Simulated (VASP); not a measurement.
# GaN (F-43m) in VASP: G0W0 quasiparticle levels with PBE

Aim: the G0W0 quasiparticle levels of GaN with PBE.

Everything below comes from runs of VASP 6.6.1. Logs are shortened: lines on timing, memory, paths and dates and some standing lists are left out, and cuts for length are marked.

## (1) The cell of the first run

Symmetry: F-43m, No. 216, cubic system. The conventional cell has a = 4.498 Å, b = 4.498 Å, c = 4.498 Å, α = 90.00°, β = 90.00°, γ = 90.00°. Within 2.6 Å of Ga (site symmetry -43m) lie 4 N at 1.95 Å. Within 2.6 Å of N (site symmetry -43m) lie 4 Ga at 1.95 Å.

## (2) G0W0 quasiparticle levels, PBE

Contents of POSCAR:

```
GaN
1.0
    0.0000000000      2.2489526310      2.2489526310
    2.2489526310      0.0000000000      2.2489526310
    2.2489526310      2.2489526310      0.0000000000
Ga N
1 1
Direct
    0.0000000000      0.0000000000      0.0000000000
    0.7500000000      0.7500000000      0.7500000000
```

Contents of INCAR.step1:

```
SYSTEM = GaN
PREC     = Accurate       ! precision mode
ENCUT    = 500            ! plane-wave cutoff, eV
EDIFF    = 1E-8           ! SCF threshold, eV
ISMEAR   = 0              ! smearing method
SIGMA    = 0.01           ! smearing width, eV
LREAL    = .False.        ! projectors in reciprocal space
LASPH    = .True.         ! aspherical terms in the spheres
NELM     = 100            ! most SCF steps
ALGO     = Normal         ! electronic algorithm
LWAVE    = .True.         ! write WAVECAR
LCHARG   = .False.        ! write CHGCAR
GGA      = PE             ! functional
```

Contents of INCAR.step2:

```
SYSTEM = GaN
PREC     = Accurate       ! precision mode
ENCUT    = 500            ! plane-wave cutoff, eV
EDIFF    = 1E-8           ! SCF threshold, eV
ISMEAR   = 0              ! smearing method
SIGMA    = 0.01           ! smearing width, eV
LREAL    = .False.        ! projectors in reciprocal space
LASPH    = .True.         ! aspherical terms in the spheres
NELM     = 1              ! most SCF steps
ALGO     = Exact          ! electronic algorithm
LWAVE    = .True.         ! write WAVECAR
LCHARG   = .False.        ! write CHGCAR
GGA      = PE             ! functional
NBANDS   = 45             ! bands
LOPTICS  = .True.         ! frequency-dependent dielectric function
ISTART   = 1
```

Contents of INCAR.step3:

```
SYSTEM = GaN
PREC     = Accurate       ! precision mode
ENCUT    = 500            ! plane-wave cutoff, eV
EDIFF    = 1E-8           ! SCF threshold, eV
ISMEAR   = 0              ! smearing method
SIGMA    = 0.01           ! smearing width, eV
LREAL    = .False.        ! projectors in reciprocal space
LASPH    = .True.         ! aspherical terms in the spheres
ALGO     = EVGW0          ! electronic algorithm
LWAVE    = .False.        ! write WAVECAR
LCHARG   = .False.        ! write CHGCAR
GGA      = PE             ! functional
NELMGW   = 1            
NBANDS   = 45             ! bands
ENCUTGW  = 80.0           ! cutoff of the response function
NOMEGA   = 96             ! frequency points
PRECFOCK = Fast         
ISTART   = 1            
NBANDSGW = 17           
OMEGAMAX = 20
```

Contents of KPOINTS:

```
regular mesh
0
Gamma
  8 8 8
  0 0 0
```

Potentials or basis: VASP PAW PBE potentials, release 64 (Ga_d_GW, N_GW).

The run is started by

```
> cat potpaw_PBE.64/Ga_d_GW/POTCAR potpaw_PBE.64/N_GW/POTCAR > POTCAR
> cp INCAR.step1 INCAR
> mpirun -np 1 vasp_std > vasp.out
> cp INCAR.step2 INCAR
> mpirun -np 1 vasp_std > vasp.out
> cp INCAR.step3 INCAR
> mpirun -np 1 vasp_std > vasp.out
```

OUTCAR:

```text
SYSTEM = GaN
   PREC = Accurate
   ENCUT = 500
   EDIFF = 1E-8
   ISMEAR = 0
   LREAL = .False.
   LASPH = .True.
   GGA = PE
   NELMGW = 1
   ENCUTGW = 80.0
   PRECFOCK = Fast
   ISTART = 1

 ion  position               nearest neighbor table
   1  0.000  0.000  0.000-   2 1.95   2 1.95   2 1.95   2 1.95
   2  0.750  0.750  0.750-   1 1.95   1 1.95   1 1.95   1 1.95

  LATTYP: Found a face centered cubic cell.
 ALAT       =     4.4979052620

  Lattice vectors:

 A1 = (   0.0000000000,   2.2489526310,   2.2489526310)
 A2 = (   2.2489526310,   0.0000000000,   2.2489526310)
 A3 = (   2.2489526310,   2.2489526310,   0.0000000000)

Analysis of symmetry for initial positions (statically):
=====================================================================
 Subroutine PRICEL returns:
 Original cell was already a primitive cell.

 Routine SETGRP: Setting up the symmetry group for a
 face centered cubic supercell.

 Subroutine GETGRP returns: Found 24 space group operations
 (whereof 24 operations were pure point group operations)
 out of a pool of 48 trial point group operations.

The static configuration has the point symmetry T_d .

Analysis of symmetry for dynamics (positions and initial velocities):
=====================================================================
 Subroutine PRICEL returns:
 Original cell was already a primitive cell.

 Routine SETGRP: Setting up the symmetry group for a
 face centered cubic supercell.

 Subroutine GETGRP returns: Found 24 space group operations
 (whereof 24 operations were pure point group operations)
 out of a pool of 48 trial point group operations.

The dynamic configuration has the point symmetry T_d .

 Subroutine INISYM returns: Found 24 space group operations
 (whereof 24 operations are pure point group operations),
 and found     1 'primitive' translations

----------------------------------------------------------------------------------------

                                     Primitive cell

  volume of cell :      22.7495

  direct lattice vectors                    reciprocal lattice vectors
     0.000000000  2.248952631  2.248952631    -0.222325714  0.222325714  0.222325714
     2.248952631  0.000000000  2.248952631     0.222325714 -0.222325714  0.222325714
     2.248952631  2.248952631  0.000000000     0.222325714  0.222325714 -0.222325714

  length of vectors
     3.180499312  3.180499312  3.180499312     0.385079433  0.385079433  0.385079433

  position of ions in fractional coordinates (direct lattice)
     0.000000000  0.000000000  0.000000000
     0.750000000  0.750000000  0.750000000

  ion indices of the primitive-cell ions
   primitive index   ion index
                 1           1
                 2           2

----------------------------------------------------------------------------------------

 KPOINTS: regular mesh

Automatic generation of k-mesh.
 Grid dimensions read from file:
 generate k-points for:    8    8    8

 Generating k-lattice:

  Cartesian coordinates                     Fractional coordinates (reciprocal lattice)
    -0.027790714  0.027790714  0.027790714     0.125000000  0.000000000  0.000000000
     0.027790714 -0.027790714  0.027790714     0.000000000  0.125000000  0.000000000
     0.027790714  0.027790714 -0.027790714     0.000000000  0.000000000  0.125000000

  Length of vectors
     0.048134929  0.048134929  0.048134929

  Shift w.r.t. Gamma in fractional coordinates (k-lattice)
     0.000000000  0.000000000  0.000000000

 Subroutine IBZKPT returns following result:
 ===========================================

 Found     29 irreducible k-points:

 Following reciprocal coordinates:
            Coordinates               Weight
  0.000000  0.000000  0.000000      1.000000
  0.125000  0.000000  0.000000      8.000000
  0.250000  0.000000  0.000000      8.000000
  0.375000  0.000000  0.000000      8.000000
  0.500000  0.000000  0.000000      4.000000
  0.125000  0.125000  0.000000      6.000000
[... 16 lines left out ...]
  0.500000  0.250000  0.125000     48.000000
 -0.375000  0.250000  0.125000     24.000000
 [... further k-points ...]
   k-points           NKPTS =     29   k-points in BZ     NKDIM =    512   number of bands    NBANDS=     45
   number of dos      NEDOS =    301   number of ions     NIONS =      2
   total plane-waves  NPLWV =  13824
   dimension x,y,z NGX =    24 NGY =   24 NGZ =   24
   dimension x,y,z NGXF=    48 NGYF=   48 NGZF=   48
   ions per type =               1   1
   NGX,Y,Z   is equivalent  to a cutoff of  12.54, 12.54, 12.54 a.u.
   NGXF,Y,Z  is equivalent  to a cutoff of  25.09, 25.09, 25.09 a.u.
 SYSTEM =  GaN
   PREC   = accura    normal or accurate (medium, high low for compatibility)
   ISTART =      1    job   : 0-new  1-cont  2-samecut
   ICHARG =      0    charge: 1-file 2-atom 10-const
   ISPIN  =      1    spin polarized calculation?
   LNONCOLLINEAR =      F non collinear calculations
   LSORBIT =      F    spin-orbit coupling
   LASPH  =      T    aspherical Exc in radial PAW
   ENCUT  =  500.0 eV  36.75 Ry    6.06 a.u.   5.80  5.80  5.80*2*pi/ulx,y,z
   NELM   =     60;   NELMIN=  2; NELMDL=  0     # of ELM steps
   EDIFF  = 0.1E-07   stopping-criterion for ELM
   LREAL  =      F    real-space projection
   EDIFFG = 0.1E-06   stopping-criterion for IOM
   NSW    =      0    number of steps for IOM
   IBRION =     -1    ionic relax: 0-MD 1-quasi-New 2-CG
   NFREE  =      0    steps in history (QN), initial steepest desc. (CG)
   ISIF   =      0    stress and relaxation
   ISYM   =      3    0-nonsym 1-usesym 2-fastsym
   POTIM  = 0.5000    time-step for ionic-motion
   TEBEG  =    0.0;   TEEND  =   0.0 temperature during run
   PSTRESS=    0.0 pullay stress
   NELECT =      18.0000    total number of electrons
   NUPDOWN=      -1.0000    fix difference up-down
   EMIN   =  10.00;   EMAX   =-10.00  energy-range for DOS
   EFERMI =   0.00;   METHOD = LEGACY
   ISMEAR =     0;   SIGMA  =   0.01  broadening in eV -4-tet -1-fermi 0-gaus
   EFERMI_NEDOS =   21; number of points for ismear=-14 and -15
   IALGO  =     38    algorithm
   IMIX   =      4    mixing-type and parameters
     AMIX     =   0.40;   BMIX     =  1.00
     AMIX_MAG =   1.60;   BMIX_MAG =  1.00
  volume/ion in A,a.u.               =      11.37        76.76
  Fermi-wavevector in a.u.,A,eV,Ry     =   1.514173  2.861371 31.194328  2.292718
  Thomas-Fermi vector in A             =   2.623866
   LORBIT       =      0    0 simple, 1 ext, 2 COOP (PROOUT), +10 PAW based schemes
   GGA     = PE    functional components
   LHFCALC =     T    Hartree Fock is set to
   PRECFOCK=fast      Normal, Fast or Accurate (Low or Medium for compatibility)
   ENCUT4O =  -1.0   cutoff for four orbital integrals eV
   NKREDX  =     1    reduce k-point grid by
   NKREDY  =     1    reduce k-point grid by
   NKREDZ  =     1    reduce k-point grid by
   AEXX    =    1.0000 exact exchange contribution
   HFSCREEN=    0.0000 screening length (either q_TF or 0.3 A-1)
   HFSCREENC=   0.0000 screening length for correlation (either q_TF or 0.3 A-1)
   ENCUTFOCK=  -1.0 apply spherical cutoff to Coloumb kernel
   IVDW    =     0    specifies the selected vdW correction
   LEPSILON=     F    determine dielectric tensor
   LRPA    =     F    only Hartree local field effects (RPA)
   LRPAFORCE           =     F    calculate RPA forces
   ENCUTGW             =  80.0    cutoff for response function in eV
   ENCUTGWSOFT         =  64.0    soft cutoff for Coulomb kernel in GW response function in eV
   ENCUTLF             =  -1.0    cutoff for local field effects
   NELMGW              =     1    number of iterations in solving QP/BSE equation
   NELMHF              =     1    number of iterations in the inner HF iteration
   NKREDLFX            =     1    NKREDLFY  =   1   NKREDLFZ  =   1
 non-spin polarized calculation
 Gauss-broadening in eV      SIGMA  =   0.01
  energy-cutoff  :      500.00
  volume of cell :       22.75
 maximum number of plane-waves:       604
  NGX = 14; NGY = 14; NGZ = 14
   NGX = 11   NGY = 11   NGZ = 11
 maximum number of plane-waves:        43
 NGX is ok and might be reduce to    12

 QP shifts <psi_nk| G(iteration)W_0 |psi_nk>: iteration 1
 for sc-GW calculations column KS-energies equals QP-energies in previous step
 and V_xc(KS)=  KS-energies - (<T + V_ion + V_H > + <T+V_H+V_ion>^1  + <V_x>^1)

 k-point   1 :       0.0000    0.0000    0.0000
  band No.  KS-energies  QP-energies   sigma(KS)   V_xc(KS)     V^pw_x(r,r')   Z            occupation Imag(sigma)

      1     -10.8207     -11.6737     -16.1571     -14.8645     -24.6062       0.6599       2.0000       0.9687
      2      -8.3325     -11.9223     -26.3804     -21.4816     -34.7812       0.7328       2.0000       0.1687
      3      -8.3325     -11.9223     -26.3804     -21.4816     -34.7812       0.7328       2.0000       0.1687
      4      -8.3325     -11.9223     -26.3804     -21.4816     -34.7812       0.7328       2.0000       0.1687
      5      -8.0097     -11.7567     -26.8690     -21.8060     -35.1824       0.7401       2.0000       0.1122
      6      -8.0097     -11.7567     -26.8690     -21.8060     -35.1824       0.7401       2.0000       0.1122
[... 9 lines left out ...]
     16      23.9958      24.4200      -9.1339      -9.6677      -2.9953       0.7944       0.0000      -0.6675
     17      23.9958      24.4200      -9.1339      -9.6677      -2.9953       0.7944       0.0000      -0.6675

 k-point   2 :       0.1250    0.0000    0.0000
  band No.  KS-energies  QP-energies   sigma(KS)   V_xc(KS)     V^pw_x(r,r')   Z            occupation Imag(sigma)

      1     -10.6523     -11.5660     -16.5166     -15.1521     -24.9608       0.6696       2.0000       0.9470
      2      -8.3117     -11.9088     -26.4122     -21.5063     -34.8139       0.7332       2.0000       0.1680
      3      -8.3117     -11.9088     -26.4122     -21.5063     -34.8139       0.7332       2.0000       0.1680
      4      -8.2677     -11.7923     -26.0554     -21.2518     -34.4102       0.7337       2.0000       0.1884
      5      -8.0115     -11.7544     -26.8628     -21.8015     -35.1776       0.7395       2.0000       0.1127
      6      -8.0115     -11.7544     -26.8628     -21.8015     -35.1776       0.7395       2.0000       0.1127
[... 9 lines left out ...]
     16      22.4688      22.8427      -8.6496      -9.1215      -2.6890       0.7923       0.0000      -0.5233
     17      24.8145      25.7551      -9.2399     -10.4198      -3.0628       0.7972       0.0000      -0.6651

 k-point   3 :       0.2500    0.0000    0.0000
  band No.  KS-energies  QP-energies   sigma(KS)   V_xc(KS)     V^pw_x(r,r')   Z            occupation Imag(sigma)
[... 421 lines left out ...]
      1      -9.8690     -11.6903     -20.7544     -18.1497     -29.3355       0.6992       2.0000       0.6226
      2      -8.2219     -11.8621     -26.4968     -21.5507     -34.8700       0.7360       2.0000       0.1573
      3      -8.1769     -11.8205     -26.5737     -21.6260     -34.9607       0.7364       2.0000       0.1583
      4      -8.0571     -11.7670     -26.7250     -21.6996     -35.0541       0.7382       2.0000       0.1287
      5      -7.9751     -11.7222     -26.9010     -21.8410     -35.2379       0.7405       2.0000       0.1185
      6      -6.8979      -9.4612     -23.1640     -19.6464     -31.1024       0.7287       2.0000       0.3548
[... 9 lines left out ...]
     16      26.2893      27.1467      -9.8931     -10.9763      -3.7411       0.7916       0.0000      -0.7689
     17      28.6878      29.8717     -10.6555     -12.1274      -4.3349       0.8044       0.0000      -0.9591

 k-point  24 :      -0.3750    0.2500    0.1250
  band No.  KS-energies  QP-energies   sigma(KS)   V_xc(KS)     V^pw_x(r,r')   Z            occupation Imag(sigma)

      1      -9.8171     -11.7800     -21.3161     -18.5188     -29.9190       0.7017       2.0000       0.5773
      2      -8.2275     -11.8638     -26.4766     -21.5316     -34.8419       0.7353       2.0000       0.1554
      3      -8.1651     -11.8177     -26.6051     -21.6471     -34.9911       0.7367       2.0000       0.1559
      4      -8.0300     -11.7598     -26.7971     -21.7517     -35.1322       0.7392       2.0000       0.1256
      5      -7.9769     -11.7212     -26.9168     -21.8549     -35.2625       0.7397       2.0000       0.1209
      6      -6.4371      -8.8927     -23.2757     -19.9081     -31.1993       0.7292       2.0000       0.3484
[... 9 lines left out ...]
     16      26.2329      27.0837      -9.8794     -10.9626      -3.6709       0.7854       0.0000      -0.7524
     17      28.8275      30.1609     -10.9918     -12.6523      -4.6348       0.8030       0.0000      -0.9702

 [... further k-points ...]
```

Run time: 13 min. Hardware: 1 thread of AMD EPYC 9R45 (Zen 5), shared host; peak memory 0.59 GiB.

What came out:

```
Quasiparticle gap                                   : 2.81 eV
Least direct quasiparticle gap                      : 2.81 eV
Band gap of the starting levels on the mesh         : 1.77 eV
Least direct gap of the starting levels on the mesh : 1.77 eV
```

Caveat: bands, screening cutoff and mesh are small and nothing is extrapolated, so the quasiparticle values aren't converged.
